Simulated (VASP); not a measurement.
Input of a VASP 6.6.1 run:

The input INCAR:

```
SYSTEM = As
ALGO = Normal
EDIFF = 1E-6
ENCUT = 520
GGA = CA
ISIF = 2
ISMEAR = -1
LASPH = .TRUE.
LCHARG = .FALSE.
LREAL = .FALSE.
LWAVE = .FALSE.
NBANDS = 12
NELM = 80
PREC = Accurate
SIGMA = 0.1
```

KPOINTS

```
k-points
0
G
  12 12 12
  0 0 0
```

The input POSCAR:

```
As
1.0
    0.0000000000      2.8420151421      2.8420151421
    2.8420151421      0.0000000000      2.8420151421
    2.8420151421      2.8420151421      0.0000000000
As
2
Direct
    0.0000000000      0.0000000000      0.0000000000
    0.2500000000      0.2500000000      0.2500000000
```

Potentials or basis: VASP PAW LDA potentials, release 64 (As).

Run with:

```bash
$ cat potpaw_LDA.64/As/POTCAR > POTCAR
$ mpirun -np 1 vasp_std > vasp.out
```

What does it give for the band gap on the k mesh?

Zero (band 5 reaches 6.41 eV, above the bottom of band 6 at 3.84 eV).

What does it give for the pressure?

10.5 GPa.
